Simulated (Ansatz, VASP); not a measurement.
**HfN in VASP and in Ansatz**

INCAR

```
PREC = Accurate
ENCUT = 520
EDIFF = 1E-7
ISMEAR = 0
SIGMA = 0.15
LREAL = False
LASPH = True
NELM = 60
ALGO = Normal
ISIF = 2
LWAVE = False
LCHARG = False
GGA = PE
NBANDS = 14
```

The input KPOINTS:

```
Automatic mesh
0
Gamma
  18 18 18
```

Contents of POSCAR:

```
HfN
1.0
    0.0000000000      2.0782800000      2.4397200000
    2.0782800000      0.0000000000      2.4397200000
    2.0782800000      2.0782800000      0.0000000000
Hf N
1 1
Direct
    0.0000000000      0.0000000000      0.0000000000
    0.5000000000      0.5000000000      0.5000000000
```

Input for Ansatz:

```yaml
crystal:
  lattice:
    - [0.0, 2.07828, 2.43972]
    - [2.07828, 0.0, 2.43972]
    - [2.07828, 2.07828, 0.0]
  atoms:
    - { symbol: Hf, position: [0.0, 0.0, 0.0] }
    - { symbol: "N", position: [0.5, 0.5, 0.5] }
basis:
  ecutwfc: 420
kpoints:
  mp_grid: { grid: [18, 18, 18] }
hamiltonian:
  xc: pbe
scf:
  occupations: { method: gaussian, width: 0.15 }
output:
  forces: true
  stress: true
  eigenvalues: true
```

Change from the starting cell: strain -0.080 along x and y, +0.080 along z, atoms carried along.

Alike in both runs: task single point; functional PBE; k mesh 18 × 18 × 18; occupations gaussian, width 0.15 eV; no spin polarisation.

```csv
,VASP,Ansatz
version,VASP 6.6.1,Ansatz 0.2.0
potentials or method,"VASP PAW PBE potentials, release 64 (Hf_pv, N), cutoff 520 eV","scalar-relativistic, plane waves, PAW"
valence electrons in the cell,15,31
```

Ansatz gave:

* gap on the k mesh at the Fermi level (eV): none
* pressure (GPa): 56.2
* traceless stress, the component that is largest in VASP (GPa): -62.74

Question: Which values does VASP return?

Answer: gap on the k mesh at the Fermi level (eV): none; pressure (GPa): 54.3; traceless stress, the component that is largest in VASP (GPa): -62.97.

A gap of «none» marks a metal or a gap that the smearing closes. Both programs put the cell under a high pressure, so it lies far from rest at this level. With one functional, cell and mesh, what is left measures potentials, basis and numerics. VASP's potentials hold 15 valence electrons a cell and Ansatz's 31, so a difference there can come from the potentials and not from the codes.

Spin-orbit coupling is off throughout.
